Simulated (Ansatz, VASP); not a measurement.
## One calculation of K2S, two programs

```
K S
1.0
     0.00000    3.76757    3.76757
     3.76757    0.00000    3.76757
     3.76757    3.76757    0.00000
K S
2 1
Direct
  0.25000 0.25000 0.25000
  0.75000 0.75000 0.75000
  0.00000 0.00000 0.00000
```

Alike in both runs: task single point; functional PBE; k mesh 6 × 6 × 6; occupations gaussian, width 0.02 eV; no spin polarisation.

|  | VASP | Ansatz |
| --- | --- | --- |
| version | VASP 6.6.1 | Ansatz 0.2.0 |
| potentials or method | VASP PAW PBE potentials, release 64 (K_sv, S), cutoff 500 eV | scalar-relativistic, plane waves, PAW |
| valence electrons in the cell | 24 | 24 |

|  | VASP | Ansatz | Ansatz less VASP |
| --- | --- | --- | --- |
| gap on the k mesh at the Fermi level (eV) | 2.25 | 2.25 | +0.002 |
| least direct gap on the mesh (eV) | 2.40 | 2.40 | +0.003 |
| pressure (GPa) | -0.5 | -0.5 | -0.02 |

The functional is the same, so the differences come from potentials, cutoffs and numerics.
